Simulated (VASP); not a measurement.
# TlCl (Pm-3m) in VASP: further runs

Runs on TlCl. Level: LDA. Tasks: vibrations by perturbation theory.

Program: VASP 6.6.1. These are calculated values, not measurements. Logs are shortened: lines on timing, memory, paths and dates and some standing lists are left out, and cuts for length are marked.

## 1. The cell of the first run

It takes space group Pm-3m (No. 221, cubic). Conventional cell: a = 3.657 Å, b = 3.657 Å, c = 3.657 Å, α = 90.00°, β = 90.00°, γ = 90.00°. Within 4.2 Å of Tl (site symmetry m-3m) lie 8 Cl at 3.17 Å and 6 Tl at 3.66 Å. Cl (site symmetry m-3m) has 8 Tl at 3.17 Å and 6 Cl at 3.66 Å within 4.2 Å.

## 2. Vibrations by perturbation theory, LDA (24.45 Å³/atom)

INCAR

```
ALGO = Normal ; EDIFF = 1E-8
ENCUT = 500 ; GGA_COMPAT = F
IBRION = 8 ; ISIF = 2
ISMEAR = 0 ; LASPH = T
LCHARG = F ; LREAL = F
LWAVE = F ; NBANDS = 17
NELM = 120 ; NSW = 1
PREC = Accurate ; SIGMA = 0.01
```

KPOINTS

```
k-points
0
Gamma
  6 6 6
```

POSCAR

```
TlCl
1.0
    3.6565766694      0.0000000000      0.0000000000
    0.0000000000      3.6565766694      0.0000000000
    0.0000000000      0.0000000000      3.6565766694
Tl Cl
1 1
Direct
    0.0000000000      0.0000000000      0.0000000000
    0.5000000000      0.5000000000      0.5000000000
```

Potentials or basis: VASP PAW LDA potentials, release 64 (Tl_d, Cl).

Launch:

```console
> cat potpaw_LDA.64/Tl_d/POTCAR potpaw_LDA.64/Cl/POTCAR > POTCAR
> mpirun -np 1 vasp_std > vasp.out
```

OUTCAR:

```text
EDIFF = 1E-8
   ENCUT = 500
   IBRION = 8
   ISIF = 2
   ISMEAR = 0
   LASPH = T
   LREAL = F
   NELM = 120
   NSW = 1
   PREC = Accurate

 ion  position               nearest neighbor table
   1  0.000  0.000  0.000-   2 3.17   2 3.17   2 3.17   2 3.17   2 3.17   2 3.17   2 3.17   2 3.17

   2  0.500  0.500  0.500-   1 3.17   1 3.17   1 3.17   1 3.17   1 3.17   1 3.17   1 3.17   1 3.17

  LATTYP: Found a simple cubic cell.
 ALAT       =     3.6565766694

  Lattice vectors:

 A1 = (   3.6565766694,   0.0000000000,   0.0000000000)
 A2 = (   0.0000000000,   3.6565766694,   0.0000000000)
 A3 = (   0.0000000000,   0.0000000000,   3.6565766694)

Analysis of symmetry for initial positions (statically):
=====================================================================
 Subroutine PRICEL returns:
 Original cell was already a primitive cell.

 Routine SETGRP: Setting up the symmetry group for a
 simple cubic supercell.

 Subroutine GETGRP returns: Found 48 space group operations
 (whereof 48 operations were pure point group operations)
 out of a pool of 48 trial point group operations.

The static configuration has the point symmetry O_h .

Analysis of symmetry for dynamics (positions and initial velocities):
=====================================================================
 Subroutine PRICEL returns:
 Original cell was already a primitive cell.

 Routine SETGRP: Setting up the symmetry group for a
 simple cubic supercell.

 Subroutine GETGRP returns: Found 48 space group operations
 (whereof 48 operations were pure point group operations)
 out of a pool of 48 trial point group operations.

The dynamic configuration has the point symmetry O_h .

 Subroutine INISYM returns: Found 48 space group operations
 (whereof 48 operations are pure point group operations),
 and found     1 'primitive' translations

----------------------------------------------------------------------------------------

                                     Primitive cell

  volume of cell :      48.8905

  direct lattice vectors                    reciprocal lattice vectors
     3.656576669  0.000000000  0.000000000     0.273479839  0.000000000  0.000000000
     0.000000000  3.656576669  0.000000000     0.000000000  0.273479839  0.000000000
     0.000000000  0.000000000  3.656576669     0.000000000  0.000000000  0.273479839

  length of vectors
     3.656576669  3.656576669  3.656576669     0.273479839  0.273479839  0.273479839

  position of ions in fractional coordinates (direct lattice)
     0.000000000  0.000000000  0.000000000
     0.500000000  0.500000000  0.500000000

  ion indices of the primitive-cell ions
   primitive index   ion index
                 1           1
                 2           2

----------------------------------------------------------------------------------------

 KPOINTS: k-points

Automatic generation of k-mesh.
 Grid dimensions read from file:
 generate k-points for:    6    6    6

 Generating k-lattice:

  Cartesian coordinates                     Fractional coordinates (reciprocal lattice)
     0.045579973  0.000000000  0.000000000     0.166666667  0.000000000  0.000000000
     0.000000000  0.045579973  0.000000000     0.000000000  0.166666667  0.000000000
     0.000000000  0.000000000  0.045579973     0.000000000  0.000000000  0.166666667

  Length of vectors
     0.045579973  0.045579973  0.045579973

  Shift w.r.t. Gamma in fractional coordinates (k-lattice)
[... 68 lines left out ...]
  volume/ion in A,a.u.               =      24.45       164.96
  Fermi-wavevector in a.u.,A,eV,Ry     =   1.215281  2.296549 20.094562  1.476909
  Thomas-Fermi vector in A             =   2.350673
   LORBIT       =      0    0 simple, 1 ext, 2 COOP (PROOUT), +10 PAW based schemes
   GGA     = CA    functional components
   LHFCALC =     F    Hartree Fock is set to
   AEXX    =    0.0000 exact exchange contribution
   IVDW    =     0    specifies the selected vdW correction
   LEPSILON=     F    determine dielectric tensor
   LRPA    =     F    only Hartree local field effects (RPA)
 non-spin polarized calculation
 Gauss-broadening in eV      SIGMA  =   0.01
  energy-cutoff  :      500.00
  volume of cell :       48.89
 maximum number of plane-waves:      1261
 NGX is ok and might be reduce to    28
   NGX = 13   NGY = 13   NGZ = 13

--------------------------------------- Ionic step        1  -------------------------------------------

 number of electron      19.9999994 magnetization

 Free energy of the ion-electron system (eV)
  ---------------------------------------------------
  ext. energy  EPLUGINS =         0.00000000
  ---------------------------------------------------
  free energy    TOTEN  =        -6.99884631 eV

  energy without entropy =       -6.99884631  energy(sigma->0) =       -6.99884631

 E-fermi :   4.3715     XC(G=0): -10.2770

 val. band max:        4.2612304591   @ k =   0.5000   0.0000   0.0000
 cond. band min:       5.7148769389   @ k =   0.5000   0.0000   0.0000
 fundamental gap:      1.4536464798
 Fermi energy:         4.3715333965

 k-point     1 :       0.0000    0.0000    0.0000
  band No.  band energies     occupation
      1     -10.4505      2.00000
      2      -6.0990      2.00000
      3      -6.0990      2.00000
      4      -5.7269      2.00000
      5      -5.7269      2.00000
      6      -5.7269      2.00000
[... 379 lines left out ...]
      6      -5.6019      2.00000
[... 9 lines left out ...]
     16      17.6388      0.00000
     17      21.4763      0.00000

------------------------ aborting loop because EDIFF is reached ----------------------------------------

  FORCE on cell =-STRESS in cart. coord.  units (eV):
  Direction    XX          YY          ZZ          XY          YZ          ZX
  --------------------------------------------------------------------------------------
  -------------------------------------------------------------------------------------
  Total        0.3881665      0.3881665      0.3881665      0.0000000      0.0000000     -0.0000000
  in kB       12.7205129     12.7205129     12.7205129      0.0000000      0.0000000     -0.0000000
  external PRESSURE =      12.7205129 kB  Pullay stress =       0.0000000 kB

 VOLUME and BASIS-vectors are now :
 -----------------------------------------------------------------------------
  energy-cutoff  :      500.00
  volume of cell :       48.89
      direct lattice vectors                 reciprocal lattice vectors
     3.656576669  0.000000000  0.000000000     0.273479839  0.000000000  0.000000000
     0.000000000  3.656576669  0.000000000     0.000000000  0.273479839  0.000000000
     0.000000000  0.000000000  3.656576669     0.000000000  0.000000000  0.273479839

 POSITION                                       TOTAL-FORCE (eV/Angst)
 -----------------------------------------------------------------------------------
      0.00000      0.00000      0.00000         0.000000      0.000000      0.000000
      1.82829      1.82829      1.82829         0.000000      0.000000      0.000000
 -----------------------------------------------------------------------------------
    total drift:                               -0.000000      0.000000      0.000000

  FREE ENERGIE OF THE ION-ELECTRON SYSTEM (eV)
  ---------------------------------------------------
  free  energy   TOTEN  =        -6.9988463120 eV

  energy  without entropy=       -6.9988463120  energy(sigma->0) =       -6.99884631

[... ionic steps 2 to 3 ...]

--------------------------------------- Ionic step        4  -------------------------------------------

------------------------ aborting loop because EDIFF is reached ----------------------------------------

[... ionic steps 5 to 6 ...]

--------------------------------------- Ionic step        7  -------------------------------------------

 Free energy of the ion-electron system (eV)
  ---------------------------------------------------
  ---------------------------------------------------
  free energy    TOTEN  =        -0.18990768 eV

  energy without entropy =       -0.18990768

------------------------ aborting loop because EDIFF is reached ----------------------------------------

 INTERNAL STRAIN TENSOR  FOR ION    2  DIRECTION 1   (eV/Angst):
 -----------------------------------------------------------------------------
    -0.01294  0.00000 -0.00000
     0.00000  0.01295  0.00000
    -0.00000  0.00000  0.01295

 INTERNAL STRAIN TENSOR FOR ION    2 for displacements in x,y,z  (eV/Angst):
          X           Y           Z          XY          YZ          ZX
  --------------------------------------------------------------------------------
  x     0.00000     0.00000     0.00000     0.00000     0.00000     0.00000
  y     0.00000     0.00000     0.00000     0.00000     0.00000     0.00000
  z     0.00000     0.00000     0.00000     0.00000     0.00000     0.00000

 SECOND DERIVATIVES (NOT SYMMETRIZED)
 ------------------------------------
               1X          1Y          1Z          2X          2Y          2Z
  1X    -0.644279    0.000000   -0.000000    0.644279   -0.000000    0.000000
  1Y     0.000000   -0.644279   -0.000000   -0.000000    0.644279    0.000000
  1Z    -0.000000   -0.000000   -0.644279    0.000000    0.000000    0.644279
  2X     0.649455   -0.000000    0.000000   -0.649455    0.000000   -0.000000
  2Y    -0.000000    0.649455   -0.000000    0.000000   -0.649455    0.000000
  2Z    -0.000000   -0.000000    0.649455    0.000000    0.000000   -0.649455

 Eigenvectors and eigenvalues of the dynamical matrix
 ----------------------------------------------------

   1 f  =    2.290754 THz    14.393230 2PiTHz   76.411319 cm-1     9.473792 meV
             X         Y         Z           dx          dy          dz
      0.000000  0.000000  0.000000     0.383171   -0.000000   -0.000000
      1.828288  1.828288  1.828288    -0.923677   -0.000000    0.000000
[... 21 lines left out ...]
   6 f/i=    0.003244 THz     0.020382 2PiTHz    0.108203 cm-1     0.013415 meV
             X         Y         Z           dx          dy          dz
      0.000000  0.000000  0.000000     0.898039   -0.216115   -0.000000
      1.828288  1.828288  1.828288     0.372535   -0.089651    0.000000

--------------------------------------------------------------------------------------------------------

 ELASTIC MODULI CONTR FROM IONIC RELAXATION (kBar)
 Direction    XX          YY          ZZ          XY          YZ          ZX
 --------------------------------------------------------------------------------
 XX           0.0000      0.0000      0.0000      0.0000      0.0000      0.0000
 YY           0.0000      0.0000      0.0000      0.0000      0.0000      0.0000
 ZZ           0.0000      0.0000      0.0000      0.0000      0.0000      0.0000
 XY           0.0000      0.0000      0.0000      0.0000      0.0000      0.0000
 YZ           0.0000      0.0000      0.0000      0.0000      0.0000      0.0000
 ZX           0.0000      0.0000      0.0000      0.0000      0.0000      0.0000
 --------------------------------------------------------------------------------
```

Run time: 49 s. Hardware: 1 thread of Intel Xeon Platinum 8488C (Sapphire Rapids), shared host; peak memory 0.21 GiB.

What came out:

* Highest phonon frequency at Γ, LO-TO splitting left out: 76 cm⁻¹

Phonon frequencies in cm⁻¹ (negative: imaginary):
```tsv
q point	frequencies
(0.000, 0.000, 0.000)	0 0 0 76 76 76
```

Caveat: the cell stands under pressure or tension, which shifts response properties; spin-orbit coupling is left out, which moves the levels of the heavy elements.

## 3. Vibrations by perturbation theory, LDA (24.45 Å³/atom)

INCAR

```
PREC = Accurate ; ENCUT = 500
EDIFF = 1E-8 ; ISMEAR = 0
SIGMA = 0.01 ; LREAL = F
LASPH = T ; NELM = 120
ALGO = Normal ; ISIF = 2
LWAVE = F ; LCHARG = F
GGA = CA ; NBANDS = 17
IBRION = 8 ; NSW = 1
GGA_COMPAT = F
```

KPOINTS

```
regular mesh
0
Gamma
  6 6 6
```

POSCAR is that of step 2.

Potentials or basis: VASP PAW LDA potentials, release 64 (Tl_d, Cl).

Launch:

```console
> cat potpaw_LDA.64/Tl_d/POTCAR potpaw_LDA.64/Cl/POTCAR > POTCAR
> mpirun -np 1 vasp_std > vasp.out
```

OUTCAR:

```text
PREC = Accurate
   ENCUT = 500
   EDIFF = 1E-8
   ISMEAR = 0
   LREAL = F
   LASPH = T
   NELM = 120
   ISIF = 2
   GGA = CA
   IBRION = 8
   NSW = 1

 ion  position               nearest neighbor table
   1  0.000  0.000  0.000-   2 3.17   2 3.17   2 3.17   2 3.17   2 3.17   2 3.17   2 3.17   2 3.17

   2  0.500  0.500  0.500-   1 3.17   1 3.17   1 3.17   1 3.17   1 3.17   1 3.17   1 3.17   1 3.17

  LATTYP: Found a simple cubic cell.
 ALAT       =     3.6565766694

  Lattice vectors:

 A1 = (   3.6565766694,   0.0000000000,   0.0000000000)
 A2 = (   0.0000000000,   3.6565766694,   0.0000000000)
 A3 = (   0.0000000000,   0.0000000000,   3.6565766694)

Analysis of symmetry for initial positions (statically):
=====================================================================
 Subroutine PRICEL returns:
 Original cell was already a primitive cell.

 Routine SETGRP: Setting up the symmetry group for a
 simple cubic supercell.

 Subroutine GETGRP returns: Found 48 space group operations
 (whereof 48 operations were pure point group operations)
 out of a pool of 48 trial point group operations.

The static configuration has the point symmetry O_h .

Analysis of symmetry for dynamics (positions and initial velocities):
=====================================================================
 Subroutine PRICEL returns:
 Original cell was already a primitive cell.

 Routine SETGRP: Setting up the symmetry group for a
 simple cubic supercell.

 Subroutine GETGRP returns: Found 48 space group operations
 (whereof 48 operations were pure point group operations)
 out of a pool of 48 trial point group operations.

The dynamic configuration has the point symmetry O_h .

 Subroutine INISYM returns: Found 48 space group operations
 (whereof 48 operations are pure point group operations),
 and found     1 'primitive' translations
[... 573 lines left out ...]

  FREE ENERGIE OF THE ION-ELECTRON SYSTEM (eV)
  ---------------------------------------------------
  free  energy   TOTEN  =        -6.9988463120 eV

  energy  without entropy=       -6.9988463120  energy(sigma->0) =       -6.99884631

[... ionic steps 2 to 3 ...]

--------------------------------------- Ionic step        4  -------------------------------------------

------------------------ aborting loop because EDIFF is reached ----------------------------------------

[... ionic steps 5 to 6 ...]

--------------------------------------- Ionic step        7  -------------------------------------------

 Free energy of the ion-electron system (eV)
  ---------------------------------------------------
  ---------------------------------------------------
  free energy    TOTEN  =        -0.18990768 eV

  energy without entropy =       -0.18990768

------------------------ aborting loop because EDIFF is reached ----------------------------------------

 INTERNAL STRAIN TENSOR  FOR ION    2  DIRECTION 1   (eV/Angst):
 -----------------------------------------------------------------------------
    -0.01294  0.00000 -0.00000
     0.00000  0.01295  0.00000
    -0.00000  0.00000  0.01295

 INTERNAL STRAIN TENSOR FOR ION    2 for displacements in x,y,z  (eV/Angst):
          X           Y           Z          XY          YZ          ZX
  --------------------------------------------------------------------------------
  x     0.00000     0.00000     0.00000     0.00000     0.00000     0.00000
  y     0.00000     0.00000     0.00000     0.00000     0.00000     0.00000
  z     0.00000     0.00000     0.00000     0.00000     0.00000     0.00000

 SECOND DERIVATIVES (NOT SYMMETRIZED)
 ------------------------------------
               1X          1Y          1Z          2X          2Y          2Z
  1X    -0.644279    0.000000   -0.000000    0.644279   -0.000000    0.000000
  1Y     0.000000   -0.644279   -0.000000   -0.000000    0.644279    0.000000
  1Z    -0.000000   -0.000000   -0.644279    0.000000    0.000000    0.644279
  2X     0.649455   -0.000000    0.000000   -0.649455    0.000000   -0.000000
  2Y    -0.000000    0.649455   -0.000000    0.000000   -0.649455    0.000000
  2Z    -0.000000   -0.000000    0.649455    0.000000    0.000000   -0.649455

 Eigenvectors and eigenvalues of the dynamical matrix
 ----------------------------------------------------

   1 f  =    2.290754 THz    14.393230 2PiTHz   76.411319 cm-1     9.473792 meV
             X         Y         Z           dx          dy          dz
      0.000000  0.000000  0.000000     0.383171   -0.000000   -0.000000
      1.828288  1.828288  1.828288    -0.923677   -0.000000    0.000000
[... 21 lines left out ...]
   6 f/i=    0.003244 THz     0.020382 2PiTHz    0.108203 cm-1     0.013415 meV
             X         Y         Z           dx          dy          dz
      0.000000  0.000000  0.000000     0.898039   -0.216115   -0.000000
      1.828288  1.828288  1.828288     0.372535   -0.089651    0.000000

--------------------------------------------------------------------------------------------------------

 ELASTIC MODULI CONTR FROM IONIC RELAXATION (kBar)
 Direction    XX          YY          ZZ          XY          YZ          ZX
 --------------------------------------------------------------------------------
 XX           0.0000      0.0000      0.0000      0.0000      0.0000      0.0000
 YY           0.0000      0.0000      0.0000      0.0000      0.0000      0.0000
 ZZ           0.0000      0.0000      0.0000      0.0000      0.0000      0.0000
 XY           0.0000      0.0000      0.0000      0.0000      0.0000      0.0000
 YZ           0.0000      0.0000      0.0000      0.0000      0.0000      0.0000
 ZX           0.0000      0.0000      0.0000      0.0000      0.0000      0.0000
 --------------------------------------------------------------------------------
```

OSZICAR:

```text
N       E                     dE             d eps       ncg     rms          rms(c)
DAV:   1     0.988976665616E+02    0.98898E+02   -0.99432E+03   704   0.103E+03
DAV:   2    -0.394217615820E+01   -0.10284E+03   -0.98723E+02   851   0.236E+02
DAV:   3    -0.725356475231E+01   -0.33114E+01   -0.33023E+01   838   0.380E+01
DAV:   4    -0.727502716954E+01   -0.21462E-01   -0.21459E-01   869   0.346E+00
[... 40 lines left out ...]
RMM:  11    -0.189907683149E+00   -0.28274E-07   -0.87286E-07  2345   0.227E-04    0.510E-07
RMM:  12    -0.189907678550E+00    0.45997E-08   -0.97391E-07  2051   0.227E-04    0.282E-07
RMM:  13    -0.189907678966E+00   -0.41650E-09   -0.11296E-06  1910   0.227E-04    0.278E-07
RMM:  14    -0.189907679198E+00   -0.23179E-09   -0.11214E-06  1882   0.226E-04    0.529E-08
 Linear response finished
```

stdout:

```text
POSCAR found type information on POSCAR TlCl
 POSCAR found :  2 types and       2 ions
 scaLAPACK will be used
 LDA part: xc-table for (Slater(with rela. corr.)+CA(PZ))
 , standard interpolation
 POSCAR, INCAR and KPOINTS ok, starting setup
 FFT: planning ... GRIDC
 FFT: planning ... GRID_SOFT
 FFT: planning ... GRID
 WAVECAR not read
 entering main loop
 Linear response reoptimize wavefunctions to high precision
 Linear response DOF=           2
 Linear response progress:
 first order change of Fermi-energy   0.52263E-03
 force on displaced ion       1 direction 1 :  -0.644   0.000  -0.000
 Linear response progress:
 first order change of Fermi-energy   0.93962E-03
 force on displaced ion       2 direction 1 :  -0.649  -0.000  -0.000
 Linear response finished
```

Run time: 50 s. Hardware: 1 thread of Intel Xeon Platinum 8488C (Sapphire Rapids), shared host; peak memory 0.21 GiB.

Results:

```yaml
Highest_phonon_frequency_at_Γ_LO-TO_splitting_left_out: 76 cm⁻¹
```

Phonon frequencies in cm⁻¹ (negative: imaginary):
| q point | frequencies |
| --- | --- |
| (0.000, 0.000, 0.000) | 0 0 0 76 76 76 |

Caveat: the cell stands under pressure or tension, which shifts response properties; spin-orbit coupling is left out, which moves the levels of the heavy elements.
